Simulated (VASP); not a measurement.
# Be3CdS4 (Pmn2_1) in VASP: further runs

Be3CdS4 is run at these levels: PBE; tasks: relaxation of cell and atoms, single point.

Program: VASP 6.6.1. These are calculated values, not measurements. Logs are shortened: lines on timing, memory, paths and dates and some standing lists are left out, and cuts for length are marked.

## Step 1: The cell of the first run

Symmetry: Pmn2_1, No. 31, orthorhombic system. Conventional cell: a = 7.230 Å, b = 6.260 Å, c = 5.900 Å, α = 90.00°, β = 90.00°, γ = 90.00°. Be (site symmetry m) has 4 S at 2.15 to 2.23 Å within 2.8 Å. Within 2.8 Å of Be (site symmetry 1) lie 4 S at 2.15 to 2.23 Å. Cd (site symmetry m) has 4 S at 2.23 to 2.39 Å within 3.0 Å. Within 2.8 Å of S (site symmetry m) lie 3 Be at 2.15 to 2.23 Å and 1 Cd at 2.23 Å. Within 2.8 Å of S (site symmetry 1) lie 3 Be at 2.15 to 2.23 Å and 1 Cd at 2.23 Å. Within 2.9 Å of S (site symmetry m) lie 3 Be at 2.16 Å and 1 Cd at 2.39 Å.

## Step 2: Relaxation of cell and atoms, PBE

The input, INCAR:

```
SYSTEM = Be3CdS4
ALGO = Normal ; EDIFF = 1E-7
EDIFFG = -0.08 ; ENCUT = 600
GGA = PE ; IBRION = 2
ISIF = 3 ; ISMEAR = 0
LASPH = .TRUE. ; LCHARG = .FALSE.
LREAL = Auto ; LWAVE = .FALSE.
NELM = 60 ; NSW = 36
PREC = Accurate ; SIGMA = 0.15
```

The input, KPOINTS:

```
k-points
0
G
  2 2 2
  0 0 0
```

The input, POSCAR:

```
Be3CdS4
1.0
    7.2300000000      0.0000000000      0.0000000000
    0.0000000000      6.2600000000      0.0000000000
    0.0000000000      0.0000000000      5.9000000000
Be Cd S
6 2 8
Direct
    0.5000000000      0.8333000000      0.0000000000
    0.7500000000      0.3333000000      0.0000000000
    0.2500000000      0.3333000000      0.0000000000
    0.0000000000      0.1667000000      0.5000000000
    0.2500000000      0.6667000000      0.5000000000
    0.7500000000      0.6667000000      0.5000000000
    0.5000000000      0.1667000000      0.5000000000
    0.0000000000      0.8333000000      0.0000000000
    0.5000000000      0.8333000000      0.3650000000
    0.7500000000      0.3333000000      0.3650000000
    0.2500000000      0.3333000000      0.3650000000
    0.5000000000      0.1667000000      0.9050000000
    0.0000000000      0.1667000000      0.8650000000
    0.2500000000      0.6667000000      0.8650000000
    0.7500000000      0.6667000000      0.8650000000
    0.0000000000      0.8333000000      0.4050000000
```

Potentials or basis: VASP PAW PBE potentials, release 64 (Be, Cd, S).

Started as:

```bash
> cat potpaw_PBE.64/Be/POTCAR potpaw_PBE.64/Cd/POTCAR potpaw_PBE.64/S/POTCAR > POTCAR
> mpirun -np 1 vasp_std > vasp.out
```

OUTCAR:

```text
SYSTEM = Be3CdS4
   EDIFF = 1E-7
   EDIFFG = -0.08
   ENCUT = 600
   GGA = PE
   IBRION = 2
   ISIF = 3
   ISMEAR = 0
   LASPH = .TRUE.
   LREAL = Auto
   NELM = 60
   NSW = 36
   PREC = Accurate

 ion  position               nearest neighbor table
   1  0.500  0.833  0.000-   9 2.15  12 2.16  14 2.23  15 2.23
   2  0.750  0.333  0.000-  10 2.15  12 2.16  13 2.23  15 2.23
   3  0.250  0.333  0.000-  11 2.15  12 2.16  13 2.23  14 2.23
   4  0.000  0.167  0.500-  13 2.15  16 2.16  10 2.23  11 2.23
   5  0.250  0.667  0.500-  14 2.15  16 2.16   9 2.23  11 2.23
   6  0.750  0.667  0.500-  15 2.15  16 2.16   9 2.23  10 2.23
[... 8 lines left out ...]
  15  0.750  0.667  0.865-   6 2.15   1 2.23   8 2.23   2 2.23
  16  0.000  0.833  0.405-   5 2.16   6 2.16   4 2.16   8 2.39

  LATTYP: Found a simple orthorhombic cell.
 ALAT       =     5.9000000000
 B/A-ratio  =     1.0610169492
 C/A-ratio  =     1.2254237288

  Lattice vectors:

 A1 = (   0.0000000000,   0.0000000000,  -5.9000000000)
 A2 = (   0.0000000000,   6.2600000000,   0.0000000000)
 A3 = (   7.2300000000,   0.0000000000,   0.0000000000)

Analysis of symmetry for initial positions (statically):
=====================================================================
 Subroutine PRICEL returns:
 Original cell was already a primitive cell.

 Routine SETGRP: Setting up the symmetry group for a
 simple orthorhombic supercell.

 Subroutine GETGRP returns: Found  4 space group operations
 (whereof  2 operations were pure point group operations)
 out of a pool of  8 trial point group operations.

The static configuration has the point symmetry C_1h.
 The point group associated with its full space group is C_2v.

Analysis of symmetry for dynamics (positions and initial velocities):
=====================================================================
 Subroutine PRICEL returns:
 Original cell was already a primitive cell.

 Routine SETGRP: Setting up the symmetry group for a
 simple orthorhombic supercell.

 Subroutine GETGRP returns: Found  4 space group operations
 (whereof  2 operations were pure point group operations)
 out of a pool of  8 trial point group operations.

The dynamic configuration has the point symmetry C_1h.
 The point group associated with its full space group is C_2v.

 Subroutine INISYM returns: Found  4 space group operations
 (whereof  2 operations are pure point group operations),
 and found     1 'primitive' translations

----------------------------------------------------------------------------------------

                                     Primitive cell

  volume of cell :     267.0328

  direct lattice vectors                    reciprocal lattice vectors
     7.230000000  0.000000000  0.000000000     0.138312586  0.000000000  0.000000000
     0.000000000  6.260000000  0.000000000     0.000000000  0.159744409  0.000000000
     0.000000000  0.000000000  5.900000000     0.000000000  0.000000000  0.169491525

  length of vectors
     7.230000000  6.260000000  5.900000000     0.138312586  0.159744409  0.169491525

  position of ions in fractional coordinates (direct lattice)
     0.500000000  0.833300000  0.000000000
     0.750000000  0.333300000  0.000000000
     0.250000000  0.333300000  0.000000000
     0.000000000  0.166700000  0.500000000
     0.250000000  0.666700000  0.500000000
     0.750000000  0.666700000  0.500000000
[... 8 lines left out ...]
     0.750000000  0.666700000  0.865000000
     0.000000000  0.833300000  0.405000000

  ion indices of the primitive-cell ions
   primitive index   ion index
                 1           1
                 2           2
                 3           3
                 4           4
                 5           5
                 6           6
[... 8 lines left out ...]
                15          15
                16          16

----------------------------------------------------------------------------------------

 KPOINTS: k-points

Automatic generation of k-mesh.
 Grid dimensions read from file:
 generate k-points for:    2    2    2

 Generating k-lattice:

  Cartesian coordinates                     Fractional coordinates (reciprocal lattice)
     0.069156293  0.000000000  0.000000000     0.500000000  0.000000000  0.000000000
     0.000000000  0.079872204  0.000000000     0.000000000  0.500000000  0.000000000
     0.000000000  0.000000000  0.084745763     0.000000000  0.000000000  0.500000000

  Length of vectors
     0.069156293  0.079872204  0.084745763

  Shift w.r.t. Gamma in fractional coordinates (k-lattice)
     0.000000000  0.000000000  0.000000000

 Subroutine IBZKPT returns following result:
 ===========================================

 Found      8 irreducible k-points:

 Following reciprocal coordinates:
            Coordinates               Weight
  0.000000  0.000000  0.000000      1.000000
  0.500000  0.000000  0.000000      1.000000
  0.000000  0.500000  0.000000      1.000000
  0.500000  0.500000  0.000000      1.000000
  0.000000  0.000000  0.500000      1.000000
  0.500000  0.000000  0.500000      1.000000
  0.000000  0.500000  0.500000      1.000000
  0.500000  0.500000  0.500000      1.000000
   k-points           NKPTS =      8   k-points in BZ     NKDIM =      8   number of bands    NBANDS=     51
   number of dos      NEDOS =    301   number of ions     NIONS =     16
   total plane-waves  NPLWV = 144000
   dimension x,y,z NGX =    60 NGY =   50 NGZ =   48
   dimension x,y,z NGXF=   120 NGYF=  100 NGZF=   96
   ions per type =               6   2   8
   NGX,Y,Z   is equivalent  to a cutoff of  13.80, 13.28, 13.53 a.u.
   NGXF,Y,Z  is equivalent  to a cutoff of  27.59, 26.56, 27.05 a.u.
 SYSTEM =  Be3CdS4
   PREC   = accura    normal or accurate (medium, high low for compatibility)
   ISTART =      0    job   : 0-new  1-cont  2-samecut
   ICHARG =      2    charge: 1-file 2-atom 10-const
   ISPIN  =      1    spin polarized calculation?
   LNONCOLLINEAR =      F non collinear calculations
   LSORBIT =      F    spin-orbit coupling
   LASPH  =      T    aspherical Exc in radial PAW
   ENCUT  =  600.0 eV  44.10 Ry    6.64 a.u.  14.44 12.50 11.78*2*pi/ulx,y,z
   NELM   =     60;   NELMIN=  2; NELMDL= -5     # of ELM steps
   EDIFF  = 0.1E-06   stopping-criterion for ELM
   LREAL  =      T    real-space projection
   EDIFFG = -.8E-01   stopping-criterion for IOM
   NSW    =     36    number of steps for IOM
   IBRION =      2    ionic relax: 0-MD 1-quasi-New 2-CG
   NFREE  =      1    steps in history (QN), initial steepest desc. (CG)
   ISIF   =      3    stress and relaxation
   ISYM   =      2    0-nonsym 1-usesym 2-fastsym
   POTIM  = 0.5000    time-step for ionic-motion
   TEBEG  =    0.0;   TEEND  =   0.0 temperature during run
   PSTRESS=    0.0 pullay stress
   NELECT =      84.0000    total number of electrons
   NUPDOWN=      -1.0000    fix difference up-down
   EMIN   =  10.00;   EMAX   =-10.00  energy-range for DOS
   EFERMI =   0.00;   METHOD = LEGACY
   ISMEAR =     0;   SIGMA  =   0.15  broadening in eV -4-tet -1-fermi 0-gaus
   EFERMI_NEDOS =   21; number of points for ismear=-14 and -15
   IALGO  =     38    algorithm
   IMIX   =      4    mixing-type and parameters
     AMIX     =   0.40;   BMIX     =  1.00
     AMIX_MAG =   1.60;   BMIX_MAG =  1.00
  volume/ion in A,a.u.               =      16.69       112.63
  Fermi-wavevector in a.u.,A,eV,Ry     =   1.113388  2.103997 16.866216  1.239632
  Thomas-Fermi vector in A             =   2.249972
   LORBIT       =      0    0 simple, 1 ext, 2 COOP (PROOUT), +10 PAW based schemes
   GGA     = PE    functional components
   LHFCALC =     F    Hartree Fock is set to
   AEXX    =    0.0000 exact exchange contribution
   IVDW    =     0    specifies the selected vdW correction
   LEPSILON=     F    determine dielectric tensor
   LRPA    =     F    only Hartree local field effects (RPA)
 conjugate gradient relaxation of ions
 non-spin polarized calculation
 Gauss-broadening in eV      SIGMA  =   0.15
  energy-cutoff  :      600.00
  volume of cell :      267.03
 maximum number of plane-waves:      8979
 NGX is ok and might be reduce to    60
   NGX = 29   NGY = 25   NGZ = 23

--------------------------------------- Ionic step        1  -------------------------------------------

 number of electron      83.9999999 magnetization

 Free energy of the ion-electron system (eV)
  ---------------------------------------------------
  ext. energy  EPLUGINS =         0.00000000
  ---------------------------------------------------
  free energy    TOTEN  =       -67.95466425 eV

  energy without entropy =      -67.95466425  energy(sigma->0) =      -67.95466425

------------------------ aborting loop because EDIFF is reached ----------------------------------------

  FORCE on cell =-STRESS in cart. coord.  units (eV):
  Direction    XX          YY          ZZ          XY          YZ          ZX
  --------------------------------------------------------------------------------------
  -------------------------------------------------------------------------------------
  Total       12.5510927     11.6524544      8.2619604      0.0000000      0.0000000      0.0000000
  in kB       75.3056352     69.9138714     49.5711561      0.0000000      0.0000000      0.0000000
  external PRESSURE =      64.9302209 kB  Pullay stress =       0.0000000 kB
[... 131 lines left out ...]
  FREE ENERGIE OF THE ION-ELECTRON SYSTEM (eV)
  ---------------------------------------------------
  free  energy   TOTEN  =       -70.7443648342 eV

  energy  without entropy=      -70.7443648342  energy(sigma->0) =      -70.74436483

[... ionic steps 4 to 7 ...]

--------------------------------------- Ionic step        8  -------------------------------------------

 number of electron      83.9999998 magnetization

------------------------ aborting loop because EDIFF is reached ----------------------------------------
[... 45 lines left out ...]
--------------------------------------- Ionic step        9  -------------------------------------------

 number of electron      83.9999994 magnetization

 E-fermi :   3.9431     XC(G=0):  -9.5962

 val. band max:        3.2572748895   @ k =   0.0000   0.0000   0.0000
 cond. band min:       6.4390611212   @ k =   0.0000   0.0000   0.0000
 fundamental gap:      3.1817862317
 Fermi energy:         3.9430980508

 k-point     1 :       0.0000    0.0000    0.0000
  band No.  band energies     occupation
      1     -10.0713      2.00000
      2      -9.0177      2.00000
      3      -8.9187      2.00000
      4      -8.7834      2.00000
      5      -8.6836      2.00000
      6      -8.4449      2.00000
[... 470 lines left out ...]
--------------------------------------- Ionic step       10  -------------------------------------------

 number of electron      83.9999992 magnetization

 Free energy of the ion-electron system (eV)
  ---------------------------------------------------
  ext. energy  EPLUGINS =         0.00000000
  ---------------------------------------------------
  free energy    TOTEN  =       -71.43058340 eV

  energy without entropy =      -71.43058340  energy(sigma->0) =      -71.43058340

 E-fermi :   3.8872     XC(G=0):  -9.5698

 val. band max:        3.1958641491   @ k =   0.0000   0.0000   0.0000
 cond. band min:       6.3906698191   @ k =   0.0000   0.0000   0.0000
 fundamental gap:      3.1948056699
 Fermi energy:         3.8871510329

 k-point     1 :       0.0000    0.0000    0.0000
  band No.  band energies     occupation
      1     -10.0886      2.00000
      2      -9.0431      2.00000
      3      -8.9418      2.00000
      4      -8.8282      2.00000
      5      -8.7180      2.00000
      6      -8.4850      2.00000
[... 464 lines left out ...]
  FREE ENERGIE OF THE ION-ELECTRON SYSTEM (eV)
  ---------------------------------------------------
  free  energy   TOTEN  =       -71.4305833986 eV

  energy  without entropy=      -71.4305833986  energy(sigma->0) =      -71.43058340

 reached required accuracy - stopping structural energy minimisation
```

It took 13 min on 1 thread of Intel Xeon 6975P-C (Granite Rapids), shared host; peak memory 0.45 GiB.

Results:

| Item | Value |
| --- | --- |
| Free energy | -71.4306 eV |
| Relaxed volume | 16.94 Å³/atom |
| Relaxed cell | a = 7.308 Å, b = 6.238 Å, c = 5.945 Å, α = 90.00°, β = 90.00°, γ = 90.00° |
| Space group after relaxing (to 0.1 Å) | Pmn2_1 (No. 31) |
| Energy gained by relaxing | 217.2 meV/atom |
| Ionic steps | 10 |
| Pressure after relaxing | -0.2 GPa |
| Largest force after relaxing | 0.060 eV/Å |
| Band gap on the k mesh | 3.19 eV |

Forces on the atoms (eV/Å):
```
Be   0.000  0.026  0.008
Be  -0.026 -0.013  0.021
Be   0.026 -0.013  0.021
Be   0.000 -0.026  0.008
Be  -0.026  0.013  0.021
Be   0.026  0.013  0.021
Cd   0.000 -0.060  0.003
Cd   0.000  0.060  0.003
S    0.000  0.005 -0.043
S   -0.005  0.015 -0.006
S    0.005  0.015 -0.006
S    0.000 -0.026  0.001
S    0.000 -0.005 -0.043
S   -0.005 -0.015 -0.006
S    0.005 -0.015 -0.006
S    0.000  0.026  0.001
```

Stress tensor (GPa, compression positive):
```
-0.25  0.00  0.00
 0.00 -0.09  0.00
 0.00  0.00 -0.15
```

The path:
| step | energy change (eV) | largest force (eV/Å) | pressure (GPa) | volume (Å³) |
| --- | --- | --- | --- | --- |
| 1 | 0.0000 | 4.5424 | 6.49 | 267.03 |
| 2 | -2.7253 | 1.1165 | -5.29 | 294.02 |
| 3 | -2.7897 | 1.1352 | -4.12 | 289.47 |
| 4 | -3.3632 | 0.4489 | -0.94 | 274.06 |
| 5 | -3.4089 | 0.3060 | 0.54 | 268.59 |
| 6 | -3.4442 | 0.2368 | 0.19 | 269.64 |
| 7 | -3.4587 | 0.1646 | -0.20 | 270.91 |
| 8 | -3.4683 | 0.1150 | 0.07 | 270.15 |
| 9 | -3.4716 | 0.1095 | 0.33 | 269.38 |
| 10 | -3.4759 | 0.0598 | -0.16 | 271.02 |

Final structure:
```
CELL_PARAMETERS angstrom
7.30817 0.00000 0.00000
0.00000 6.23832 0.00000
0.00000 0.00000 5.94471
ATOMIC_POSITIONS crystal
Be 0.50000 0.81515 0.99923
Be 0.75014 0.33963 0.99811
Be 0.24986 0.33963 0.99811
Be 0.00000 0.18485 0.49923
Be 0.25014 0.66037 0.49811
Be 0.74986 0.66037 0.49811
Cd 0.50000 0.16447 0.50572
Cd 0.00000 0.83553 0.00572
S 0.50000 0.78353 0.35804
S 0.77868 0.35219 0.35625
S 0.22132 0.35219 0.35625
S 0.50000 0.15499 0.92829
S 0.00000 0.21647 0.85804
S 0.27868 0.64781 0.85625
S 0.72132 0.64781 0.85625
S 0.00000 0.84501 0.42829
```

Caveat: the k points lie up to 0.53 Å⁻¹ apart in the final cell; the relaxation stopped at a loose force limit of 0.08 eV/Å, so its end isn't a converged minimum. A k mesh can miss the band edges.

## Step 3: Single point, PBE (15.85 Å³/atom)

This run uses another cell than the first one, of 15.85 Å³/atom.

The input, INCAR:

```
SYSTEM = Be3CdS4
PREC = Accurate
ENCUT = 520
EDIFF = 1E-6
ISMEAR = 0
SIGMA = 0.02
LREAL = Auto
LASPH = .True.
NELM = 80
ALGO = Normal
ISIF = 2
LWAVE = .False.
LCHARG = .False.
GGA = PE
NBANDS = 56
```

The input, KPOINTS:

```
Automatic mesh
0
Gamma
  4 4 4
  0 0 0
```

The input, POSCAR:

```
Be3CdS4
1.0
    7.1069652789      0.0000000000      0.0000000000
    0.0000000000      6.1129519431      0.0000000000
    0.0000000000      0.0000000000      5.8373111670
Be Cd S
6 2 8
Direct
    0.5000000000      0.8158629364      0.9996083117
    0.7489437759      0.3382390831      0.9988331252
    0.2510562241      0.3382390831      0.9988331252
    0.0000000000      0.1841370636      0.4996083117
    0.2489437759      0.6617609169      0.4988331252
    0.7510562241      0.6617609169      0.4988331252
    0.5000000000      0.1616218827      0.5068018100
    0.0000000000      0.8383781173      0.0068018100
    0.5000000000      0.7825433465      0.3564298898
    0.7789866811      0.3530604412      0.3553116098
    0.2210133189      0.3530604412      0.3553116098
    0.5000000000      0.1534542903      0.9288705186
    0.0000000000      0.2174566535      0.8564298898
    0.2789866811      0.6469395588      0.8553116098
    0.7210133189      0.6469395588      0.8553116098
    0.0000000000      0.8465457097      0.4288705186
```

Potentials or basis: VASP PAW PBE potentials, release 64 (Be, Cd, S).

Started as:

```bash
> cat potpaw_PBE.64/Be/POTCAR potpaw_PBE.64/Cd/POTCAR potpaw_PBE.64/S/POTCAR > POTCAR
> mpirun -np 1 vasp_std > vasp.out
```

Run time: 6.7 min. Hardware: 1 thread of Intel Xeon 6975P-C (Granite Rapids), shared host; peak memory 0.46 GiB.

The run converged. Its results:

```yaml
Free_energy: -71.2297 eV
Pressure: 5.8 GPa
Largest_force: 0.042 eV/Å
Band_gap_on_the_k_mesh: 3.30 eV
```

Forces on the atoms (eV/Å):
```
Be   0.000  0.007  0.001
Be  -0.003 -0.005  0.002
Be   0.003 -0.005  0.002
Be   0.000 -0.007  0.001
Be  -0.003  0.005  0.002
Be   0.003  0.005  0.002
Cd   0.000  0.002  0.009
Cd   0.000 -0.002  0.009
S    0.000 -0.039 -0.014
S    0.030  0.019 -0.016
S   -0.030  0.019 -0.016
S    0.000  0.004  0.033
S    0.000  0.039 -0.014
S    0.030 -0.019 -0.016
S   -0.030 -0.019 -0.016
S    0.000 -0.004  0.033
```

Levels at points of the mesh, in eV from the valence-band top:
```csv
k point,band 40,band 41,band 42,band 43,band 44,band 45
"(0.00, 0.00, 0.00)",-0.35,-0.22,0.00,3.30,3.84,4.10
"(0.50, 0.00, 0.00)",-0.83,-0.71,-0.71,3.83,3.83,4.60
"(0.00, 0.50, 0.00)",-0.84,-0.38,-0.30,3.40,3.78,4.21
"(0.50, 0.50, 0.00)",-1.26,-0.65,-0.65,4.14,4.14,4.66
"(0.00, 0.00, 0.50)",-0.71,-0.42,-0.42,3.68,3.68,4.48
"(0.50, 0.00, 0.50)",-1.23,-0.62,-0.62,4.30,4.30,4.79
"(0.00, 0.50, 0.50)",-1.11,-0.68,-0.68,3.81,3.81,4.01
"(0.50, 0.50, 0.50)",-1.08,-0.93,-0.93,4.09,4.09,4.73
```

Caveat: the cell stands under pressure.
